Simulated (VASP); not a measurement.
**Zn2Si3N3: single point with PBE**

Crystal: Zn2Si3N3.

```
CELL_PARAMETERS angstrom
3.02339 0.00000 0.00000
0.00000 3.02339 0.00000
0.00000 0.00000 10.62781
ATOMIC_POSITIONS crystal
Zn 0.50000 0.00000 0.67355
Zn 0.00000 0.50000 0.32645
Si 0.00000 0.50000 0.89439
Si 0.50000 0.00000 0.10561
Si 0.00000 0.00000 0.50000
N 0.00000 0.00000 0.00000
N 0.50000 0.50000 0.18479
N 0.50000 0.50000 0.81521
```

| Item | Value |
| --- | --- |
| Program | VASP 6.6.1 |
| Task | single point |
| Functional | PBE |
| Potentials or basis | VASP PAW PBE potentials, release 64 (Zn, Si, N) |
| Cutoff | 520 eV |
| k mesh | 10 × 10 × 4 |
| Occupations | gaussian, width 0.1 eV |
| Spin | no spin polarisation |

```yaml
Pressure: 0.1 GPa
Largest_force: 0.033 eV/Å
Band_gap_on_the_k_mesh: zero (an odd number of electrons rules out a gap without spin polarisation)
```

Forces in eV/Å, atoms in the order of the input:
```
Zn   0.000  0.000 -0.022
Zn   0.000  0.000  0.022
Si   0.000  0.000  0.004
Si   0.000  0.000 -0.004
Si   0.000  0.000  0.000
N    0.000  0.000  0.000
N    0.000  0.000 -0.033
N    0.000  0.000  0.033
```

Stress tensor (GPa, compression positive):
```
0.03 0.00 0.00
0.00 0.03 0.00
0.00 0.00 0.13
```

Levels at points of the mesh, in eV from the Fermi level:
```tsv
k point	band 21	band 22	band 23	band 24	band 25	band 26	band 27	band 28	band 29	band 30
(0.00, 0.00, 0.00)	-6.67	-4.46	-3.97	-3.97	-1.14	-0.89	0.91	1.69	2.31	3.18
(0.50, 0.00, 0.00)	-6.66	-6.49	-4.57	-3.59	-3.49	-0.28	0.54	1.88	2.48	3.41
(0.50, 0.50, 0.00)	-6.33	-5.68	-5.27	-3.39	-3.39	-2.27	-1.01	-0.32	1.85	2.11
(0.00, 0.00, 0.50)	-6.36	-5.15	-3.97	-3.97	-0.93	0.03	0.23	1.65	1.94	3.16
(0.50, 0.00, 0.50)	-6.34	-5.88	-4.89	-3.72	-3.59	-0.09	1.18	1.57	1.58	3.80
(0.50, 0.50, 0.50)	-6.33	-5.78	-5.19	-3.40	-3.40	-2.74	0.08	0.26	0.80	1.07
```

It took 2.9 min on 1 thread of AMD EPYC 7R13 Processor (Zen 3), on a shared host, peak memory 0.29 GiB.
